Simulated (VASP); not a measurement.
# CdF2 (Fm-3m) in VASP: single point with r2SCAN

Aim: the single point of CdF2 with r2SCAN.

All numbers are computed with VASP 6.6.1; they aren't measurements. Logs are shortened: lines on timing, memory, paths and dates and some standing lists are left out, and cuts for length are marked.

## Step 1: The cell of the first run

Symmetry: Fm-3m, No. 225, cubic system. The conventional cell has a = 5.456 Å, b = 5.456 Å, c = 5.456 Å, α = 90.00°, β = 90.00°, γ = 90.00°. Cd (site symmetry m-3m) has 8 F at 2.36 Å within 3.1 Å. F (site symmetry -43m) has 4 Cd at 2.36 Å and 6 F at 2.73 Å within 3.1 Å.

## Step 2: Single point, r2SCAN

The input, POSCAR:

```
CdF2
1.0
    0.0000000000      2.7278140000      2.7278140000
    2.7278140000      0.0000000000      2.7278140000
    2.7278140000      2.7278140000      0.0000000000
Cd F
1 2
Direct
    0.0000000000      0.0000000000      0.0000000000
    0.2500000000      0.2500000000      0.2500000000
    0.7500000000      0.7500000000      0.7500000000
```

The input, INCAR.step1:

```
  ALGO = Normal
  EDIFF = 1E-4
  ENCUT = 520
  GGA = PE
  ISMEAR = -1
  LASPH = T
  LCHARG = F
  LREAL = F
  LWAVE = T
  NBANDS = 20
  NELM = 60
  PREC = Accurate
  SIGMA = 0.053
```

The input, INCAR.step2:

```
  ALGO = Normal
  EDIFF = 1E-6
  ENCUT = 520
  ISIF = 2
  ISMEAR = -1
  ISTART = 1
  LASPH = T
  LCHARG = T
  LELF = T
  LMIXTAU = T
  LREAL = F
  LVHAR = T
  LWAVE = F
  METAGGA = R2SCAN
  NBANDS = 20
  NELM = 60
  PREC = Accurate
  SIGMA = 0.053
```

The input, KPOINTS:

```
k-points
0
Gamma
  8 8 8
```

Potentials or basis: VASP PAW PBE potentials, release 64 (Cd, F).

Command:

```console
$ cat potpaw_PBE.64/Cd/POTCAR potpaw_PBE.64/F/POTCAR > POTCAR
$ cp INCAR.step1 INCAR
$ mpirun -np 1 vasp_std > vasp.out
$ cp INCAR.step2 INCAR
$ mpirun -np 1 vasp_std > vasp.out
```

OUTCAR:

```text
EDIFF = 1E-6
   ENCUT = 520
   ISIF = 2
   ISMEAR = -1
   ISTART = 1
   LASPH = T
   LREAL = F
   METAGGA = R2SCAN
   NELM = 60
   PREC = Accurate

 ion  position               nearest neighbor table
   1  0.000  0.000  0.000-   3 2.36   3 2.36   3 2.36   2 2.36   2 2.36   2 2.36   3 2.36   2 2.36

   2  0.250  0.250  0.250-   1 2.36   1 2.36   1 2.36   1 2.36
   3  0.750  0.750  0.750-   1 2.36   1 2.36   1 2.36   1 2.36

  LATTYP: Found a face centered cubic cell.
 ALAT       =     5.4556280000

  Lattice vectors:

 A1 = (   0.0000000000,   2.7278140000,   2.7278140000)
 A2 = (   2.7278140000,   0.0000000000,   2.7278140000)
 A3 = (   2.7278140000,   2.7278140000,   0.0000000000)

Analysis of symmetry for initial positions (statically):
=====================================================================
 Subroutine PRICEL returns:
 Original cell was already a primitive cell.

 Routine SETGRP: Setting up the symmetry group for a
 face centered cubic supercell.

 Subroutine GETGRP returns: Found 48 space group operations
 (whereof 48 operations were pure point group operations)
 out of a pool of 48 trial point group operations.

The static configuration has the point symmetry O_h .

Analysis of symmetry for dynamics (positions and initial velocities):
=====================================================================
 Subroutine PRICEL returns:
 Original cell was already a primitive cell.

 Routine SETGRP: Setting up the symmetry group for a
 face centered cubic supercell.

 Subroutine GETGRP returns: Found 48 space group operations
 (whereof 48 operations were pure point group operations)
 out of a pool of 48 trial point group operations.

The dynamic configuration has the point symmetry O_h .

 Subroutine INISYM returns: Found 48 space group operations
 (whereof 48 operations are pure point group operations),
 and found     1 'primitive' translations

----------------------------------------------------------------------------------------

                                     Primitive cell

  volume of cell :      40.5952

  direct lattice vectors                    reciprocal lattice vectors
     0.000000000  2.727814000  2.727814000    -0.183296955  0.183296955  0.183296955
[... 83 lines left out ...]
   LNONCOLLINEAR =      F non collinear calculations
   LSORBIT =      F    spin-orbit coupling
   LASPH  =      T    aspherical Exc in radial PAW
   ENCUT  =  520.0 eV  38.22 Ry    6.18 a.u.   7.17  7.17  7.17*2*pi/ulx,y,z
   NELM   =     60;   NELMIN=  2; NELMDL=  0     # of ELM steps
   EDIFF  = 0.1E-05   stopping-criterion for ELM
   LREAL  =      F    real-space projection
   EDIFFG = 0.1E-04   stopping-criterion for IOM
   NSW    =      0    number of steps for IOM
   IBRION =     -1    ionic relax: 0-MD 1-quasi-New 2-CG
   NFREE  =      0    steps in history (QN), initial steepest desc. (CG)
   ISIF   =      2    stress and relaxation
   ISYM   =      2    0-nonsym 1-usesym 2-fastsym
   POTIM  = 0.5000    time-step for ionic-motion
   TEBEG  =    0.0;   TEEND  =   0.0 temperature during run
   PSTRESS=    0.0 pullay stress
   NELECT =      26.0000    total number of electrons
   NUPDOWN=      -1.0000    fix difference up-down
   EMIN   =  10.00;   EMAX   =-10.00  energy-range for DOS
   EFERMI =   0.00;   METHOD = LEGACY
   ISMEAR =    -1;   SIGMA  =   0.05  broadening in eV -4-tet -1-fermi 0-gaus
   EFERMI_NEDOS =   21; number of points for ismear=-14 and -15
   IALGO  =     38    algorithm
   IMIX   =      4    mixing-type and parameters
     AMIX     =   0.40;   BMIX     =  1.00
     AMIX_MAG =   1.60;   BMIX_MAG =  1.00
  volume/ion in A,a.u.               =      13.53        91.32
  Fermi-wavevector in a.u.,A,eV,Ry     =   1.411154  2.666695 27.094053  1.991357
  Thomas-Fermi vector in A             =   2.533035
   LORBIT       =      0    0 simple, 1 ext, 2 COOP (PROOUT), +10 PAW based schemes
   METAGGA = R2SCAN    functional components
   LHFCALC =     F    Hartree Fock is set to
   AEXX    =    0.0000 exact exchange contribution
   IVDW    =     0    specifies the selected vdW correction
   LEPSILON=     F    determine dielectric tensor
   LRPA    =     F    only Hartree local field effects (RPA)
 non-spin polarized calculation
  energy-cutoff  :      520.00
  volume of cell :       40.60
 maximum number of plane-waves:      1108
 NGX is ok and might be reduce to    30
   NGX = 15   NGY = 15   NGZ = 15

 number of electron      25.9999989 magnetization

 Free energy of the ion-electron system (eV)
  ---------------------------------------------------
  ext. energy  EPLUGINS =         0.00000000
  ---------------------------------------------------
  free energy    TOTEN  =       -33.71200804 eV

  energy without entropy =      -33.71200804  energy(sigma->0) =      -33.71200804

 E-fermi :  -1.0164     XC(G=0): -10.8320

 val. band max:       -2.1391085589   @ k =  -0.2500   0.5000   0.2500
 cond. band min:       1.4757265363   @ k =   0.0000   0.0000   0.0000
 fundamental gap:      3.6148350952
 Fermi energy:        -1.0163940233

 k-point     1 :       0.0000    0.0000    0.0000
  band No.  band energies     occupation
      1     -23.8759      2.00000
      2     -22.9070      2.00000
      3      -7.6652      2.00000
      4      -7.6652      2.00000
      5      -7.6652      2.00000
      6      -6.5914      2.00000
[... 541 lines left out ...]
     19      17.0771      0.00000
     20      20.8577      0.00000

 [... further k-points ...]

------------------------ aborting loop because EDIFF is reached ----------------------------------------

  FORCE on cell =-STRESS in cart. coord.  units (eV):
  Direction    XX          YY          ZZ          XY          YZ          ZX
  --------------------------------------------------------------------------------------
  -------------------------------------------------------------------------------------
  Total       -0.7745798     -0.7745798     -0.7745798      0.0000000      0.0000000      0.0000000
  in kB      -30.5704955    -30.5704955    -30.5704955      0.0000000      0.0000000      0.0000000
  external PRESSURE =     -30.5704955 kB  Pullay stress =       0.0000000 kB

 VOLUME and BASIS-vectors are now :
 -----------------------------------------------------------------------------
  energy-cutoff  :      520.00
  volume of cell :       40.60
      direct lattice vectors                 reciprocal lattice vectors
     0.000000000  2.727814000  2.727814000    -0.183296955  0.183296955  0.183296955
     2.727814000  0.000000000  2.727814000     0.183296955 -0.183296955  0.183296955
     2.727814000  2.727814000  0.000000000     0.183296955  0.183296955 -0.183296955

 POSITION                                       TOTAL-FORCE (eV/Angst)
 -----------------------------------------------------------------------------------
      0.00000      0.00000      0.00000         0.000000     -0.000000     -0.000000
      1.36391      1.36391      1.36391         0.000000      0.000000      0.000000
      4.09172      4.09172      4.09172        -0.000000     -0.000000     -0.000000
 -----------------------------------------------------------------------------------
    total drift:                                0.000000     -0.000000      0.000000

  FREE ENERGIE OF THE ION-ELECTRON SYSTEM (eV)
  ---------------------------------------------------
  free  energy   TOTEN  =       -33.7120080354 eV

  energy  without entropy=      -33.7120080353  energy(sigma->0) =      -33.71200804
```

OSZICAR.step1:

```text
N       E                     dE             d eps       ncg     rms          rms(c)
DAV:   1     0.194049472541E+03    0.19405E+03   -0.15731E+04  1216   0.132E+03
DAV:   2    -0.397507802684E+01   -0.19802E+03   -0.19072E+03  1256   0.338E+02
DAV:   3    -0.126205264778E+02   -0.86454E+01   -0.86228E+01  1332   0.765E+01
DAV:   4    -0.126600924132E+02   -0.39566E-01   -0.39563E-01  1248   0.532E+00
DAV:   5    -0.126602371191E+02   -0.14471E-03   -0.14471E-03  1308   0.291E-01    0.979E+00
DAV:   6    -0.108716764853E+02    0.17886E+01   -0.41182E+00  1476   0.385E+01    0.704E+00
DAV:   7    -0.109175722808E+02   -0.45896E-01   -0.92203E-01  1200   0.861E+00    0.400E+00
DAV:   8    -0.109084634737E+02    0.91088E-02   -0.15047E-01  1176   0.352E+00    0.736E-01
DAV:   9    -0.108989897706E+02    0.94737E-02   -0.36161E-02  1404   0.223E+00    0.932E-02
DAV:  10    -0.108995449048E+02   -0.55513E-03   -0.29732E-03  1176   0.621E-01    0.125E-01
DAV:  11    -0.108996497540E+02   -0.10485E-03   -0.17520E-04  1016   0.136E-01    0.426E-02
DAV:  12    -0.108996731183E+02   -0.23364E-04   -0.49618E-05   948   0.597E-02
   1 F= -.10899673E+02 E0= -.10899673E+02  d E =-.591902E-10
```

Wall time 2.9 min (1 thread of Intel Xeon 8259CL, shared host); peak memory 0.18 GiB.

Results:

| Item | Value |
| --- | --- |
| Free energy | -33.7120 eV |
| Pressure | -3.1 GPa |
| Band gap on the k mesh | 3.61 eV (least direct gap 4.17 eV) |

Levels at points of the mesh, in eV from the valence-band top:
| k point | band 11 | band 12 | band 13 | band 14 | band 15 | band 16 |
| --- | --- | --- | --- | --- | --- | --- |
| (0.00, 0.00, 0.00) | -0.55 | -0.55 | -0.55 | 3.61 | 13.42 | 13.42 |
| (0.50, 0.00, 0.00) | -1.71 | -0.43 | -0.43 | 7.69 | 9.57 | 15.25 |
| (0.50, 0.50, 0.00) | -0.44 | -0.09 | -0.09 | 8.55 | 10.33 | 12.09 |

Caveat: the cell stands under tension; the PAW data sets were made with another functional, which shifts forces and pressure a little. r2SCAN opens gaps a little over a GGA but as a rule still falls short of measured ones.
